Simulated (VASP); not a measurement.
Set up this calculation in VASP 6.6.1, as the native input.

- Task: single point
- Functional: PBE
- Potentials or basis: VASP PAW PBE potentials, release 64 (Te, Mo_sv)
- Cutoff: 400 eV
- k mesh: 18 × 18 × 1
- Occupations: gaussian, width 0.05 eV
- Spin: no spin polarisation
- Dipole correction: yes
- Further INCAR settings: ALGO = Normal; EDIFF = 1e-06; NBANDS = 64; NELMDL = -8

The structure of Te2Mo lies in POSCAR:

```
Te2Mo
1.0
    3.5181997500      0.0000000000      0.0000000000
   -1.7590998800      3.0468503600      0.0000000000
    0.0000000000      0.0000000000     44.5655888181
Te Mo
8 4
Direct
    0.3333333338      0.6666666666      0.2243883737
    0.3333333338      0.6666666666      0.3052846176
    0.6666666672      0.3333333338      0.3811640433
    0.6666666672      0.3333333338      0.4620602872
    0.3333333338      0.6666666666      0.5466863942
    0.3333333338      0.6666666666      0.6284568150
    0.6666666672      0.3333333338      0.7142700417
    0.6666666672      0.3333333338      0.7960393234
    0.6666666672      0.3333333338      0.2648364957
    0.3333333338      0.6666666666      0.4216121652
    0.6666666672      0.3333333338      0.5875730841
    0.3333333338      0.6666666666      0.7551721390
```

One way to write it, as run:

INCAR

```
PREC     = Accurate       # precision mode
ENCUT    = 400            # plane-wave cutoff, eV
EDIFF    = 1E-6           # SCF threshold, eV
ISMEAR   = 0              # smearing method
SIGMA    = 0.05           # smearing width, eV
LREAL    = F              # projectors in reciprocal space
LASPH    = T              # aspherical terms in the spheres
NELM     = 120            # most SCF steps
ALGO     = Normal         # electronic algorithm
ISIF     = 2              # what is computed and relaxed
LWAVE    = F              # write WAVECAR
LCHARG   = F              # write CHGCAR
LDIPOL   = T            
IDIPOL   = 3            
DIPOL    = 0.5 0.5 0.507
GGA      = PE             # functional
NBANDS   = 64             # bands
GGA_COMPAT= F            
NELMDL   = -8
```

KPOINTS

```
Automatic mesh
0
Gamma
  18 18 1
```

Potentials or basis: VASP PAW PBE potentials, release 64 (Te, Mo_sv).

Run with:

```sh
$ cat potpaw_PBE.64/Te/POTCAR potpaw_PBE.64/Mo_sv/POTCAR > POTCAR
$ mpirun -np 1 vasp_std > vasp.out
```

It gave:

```
Largest force          : 0.273 eV/Å
Band gap on the k mesh : 0.89 eV (least direct gap 1.06 eV)
```

Caveat: spin-orbit coupling is left out, which moves the levels of the heavy elements.

It took 21 min on 1 thread of AMD EPYC 9R45 96-Core Processor (Zen 5) (shared host), peak memory 0.75 GiB.
